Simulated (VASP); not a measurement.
Crystal: CdSn2.

```xyz
3
Lattice="0.0000 3.3279 3.3279 3.3279 0.0000 3.3279 3.3279 3.3279 0.0000" Properties=species:S:1:pos:R:3 pbc="T T T"
Cd    0.0000    0.0000    0.0000
Sn    1.6639    1.6639    1.6639
Sn    4.9918    4.9918    4.9918
```

- Program: VASP 6.6.1
- Task: relaxation of cell and atoms
- Functional: PBE
- Potentials or basis: VASP PAW PBE potentials, release 64 (Cd, Sn_d)
- Cutoff: 600 eV
- k mesh: 4 × 4 × 4
- Occupations: gaussian, width 0.1 eV
- Spin: no spin polarisation

At the start: pressure 11.9 GPa; volume 24.57 Å³/atom.

Q: Where does the relaxation end?

A: Over 3 steps the energy falls by 145.1 meV/atom and the volume is 29.15 Å³/atom (+18.6 %); space group Fm-3m (No. 225, to 0.05 Å).

Step by step:
| step | energy change (eV) | largest force (eV/Å) | pressure (GPa) | volume (Å³) |
| --- | --- | --- | --- | --- |
| 1 | 0.0000 | 0.0000 | 11.89 | 73.71 |
| 2 | -0.3602 | 0.0000 | -3.00 | 94.93 |
| 3 | -0.4352 | 0.0000 | 0.05 | 87.44 |

Final structure:
```
Cd Sn
1.0
     0.00000    3.52288    3.52288
     3.52288    0.00000    3.52288
     3.52288    3.52288    0.00000
Cd Sn
1 2
Direct
  0.00000 0.00000 0.00000
  0.25000 0.25000 0.25000
  0.75000 0.75000 0.75000
```

Caveat: the k points lie up to 0.39 Å⁻¹ apart in the final cell; the volume moved by over 15 % at a fixed basis, so the end points are rough.
